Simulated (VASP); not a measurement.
ScPbBr5, 7 atoms in the cell. The typed cell holds 7 atoms: a = 5.805 Å, b = 8.617 Å, c = 7.087 Å, α = 53.79°, β = 113.84°, γ = 95.44°. 

* Program: VASP 6.6.1
* Task: single point
* Functional: PBEsol
* Potentials or basis: VASP PAW PBE potentials, release 64 (Sc_sv, Pb_d, Br)
* Cutoff: 520 eV
* k mesh: 4 × 4 × 2
* Occupations: fermi-dirac, width 0.05 eV
* Spin: no spin polarisation
* Dipole correction: no
* Further INCAR settings: ALGO = Normal; EDIFF = 1e-07; NBANDS = 39

Potentials or basis: VASP PAW PBE potentials, release 64 (Sc_sv, Pb_d, Br).

Run with:

```console
$ cat potpaw_PBE.64/Sc_sv/POTCAR potpaw_PBE.64/Pb_d/POTCAR potpaw_PBE.64/Br/POTCAR > POTCAR
$ mpirun -np 1 vasp_std > vasp.out
```

Hardware: 1 thread of AMD EPYC 7R13 (shared host).

Task: How long does it take, and how much memory?

Result: It took 9.5 min on 1 thread of AMD EPYC 7R13, with other jobs on the host, peak memory 0.53 GiB. Counts: scf iterations 17, k points 20.
